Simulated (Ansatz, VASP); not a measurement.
HfO2: VASP beside Ansatz

```
Hf O
1.0
     0.00000    2.45520    2.55750
     2.45520    0.00000    2.55750
     2.45520    2.45520    0.00000
Hf O
1 2
Direct
  0.00000 0.00000 0.00000
  0.75000 0.75000 0.75000
  0.25000 0.25000 0.25000
```

Alike in both runs: task single point; functional PBE; k mesh 8 × 8 × 8; occupations fermi-dirac, width 0.05 eV; no spin polarisation.

|  | VASP | Ansatz |
| --- | --- | --- |
| version | VASP 6.6.1 | Ansatz 0.2.0 |
| potentials or method | VASP PAW PBE potentials, release 64 (Hf_pv, O) | Ansatz PAW |
| plane-wave cutoff (eV) | 520 | 420 |
| valence electrons in the cell | 22 | 38 |

VASP gave:

- gap on the k mesh at the Fermi level (eV): 3.51
- least direct gap on the mesh (eV): 3.70
- pressure (GPa): 16.2
- traceless stress, the component that is largest in VASP (GPa): -13.75

Q: Which values does Ansatz return?

A: gap on the k mesh at the Fermi level (eV): 3.50; least direct gap on the mesh (eV): 3.67; pressure (GPa): 20.5; traceless stress, the component that is largest in VASP (GPa): -13.46.

VASP's potentials hold 22 valence electrons a cell and Ansatz's 38, so a difference there can come from the potentials and not from the codes.

Spin-orbit coupling is off throughout.
